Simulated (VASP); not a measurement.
Write the native input for VASP 6.6.1 that does the following.

| Property | Result |
| --- | --- |
| Task | single point |
| Functional | r2SCAN |
| Potentials or basis | VASP PAW PBE potentials, release 64 (Na_pv, F) |
| Cutoff | 520 eV |
| k mesh | 8 × 8 × 8 |
| Occupations | gaussian, width 0.02 eV |
| Spin | no spin polarisation |
| Dipole correction | no |
| Further INCAR settings | ALGO = Normal; EDIFF = 1e-07; NBANDS = 14 |

Crystal: NaF.

```
CELL_PARAMETERS angstrom
0.00000 2.29707 2.29707
2.29707 0.00000 2.29707
2.29707 2.29707 0.00000
ATOMIC_POSITIONS crystal
Na 0.00000 0.00000 0.00000
F 0.50000 0.50000 0.50000
```

One way to write it, as run:

POSCAR

```
NaF
1.0
    0.0000000000      2.2970684080      2.2970684080
    2.2970684080      0.0000000000      2.2970684080
    2.2970684080      2.2970684080      0.0000000000
Na F
1 1
Direct
    0.0000000000      0.0000000000      0.0000000000
    0.5000000000      0.5000000000      0.5000000000
```

INCAR.step1

```
ALGO = Normal
EDIFF = 1E-4
ENCUT = 520
GGA = PE
ISMEAR = 0
LASPH = True
LCHARG = False
LREAL = False
LWAVE = True
NBANDS = 14
NELM = 80
PREC = Accurate
SIGMA = 0.02
```

INCAR.step2

```
ALGO = Normal
EDIFF = 1E-7
ENCUT = 520
ISIF = 2
ISMEAR = 0
ISTART = 1
LASPH = True
LCHARG = True
LELF = True
LMIXTAU = True
LREAL = False
LVHAR = True
LWAVE = False
METAGGA = R2SCAN
NBANDS = 14
NELM = 80
PREC = Accurate
SIGMA = 0.02
```

KPOINTS

```
k-points
0
Gamma
  8 8 8
```

Potentials or basis: VASP PAW PBE potentials, release 64 (Na_pv, F).

Launch:

```console
$ cat potpaw_PBE.64/Na_pv/POTCAR potpaw_PBE.64/F/POTCAR > POTCAR
$ cp INCAR.step1 INCAR
$ mpirun -np 1 vasp_std > vasp.out
$ cp INCAR.step2 INCAR
$ mpirun -np 1 vasp_std > vasp.out
```

It gave:

```yaml
Pressure: -0.9 GPa
Band_gap_on_the_k_mesh: 7.32 eV
```

Caveat: the PAW data sets were made with another functional, which shifts forces and pressure a little.

It took 52 s on 1 thread of AMD EPYC 7R43 64-Core Processor (Zen 3), with other jobs on the host, peak memory 0.1 GiB.
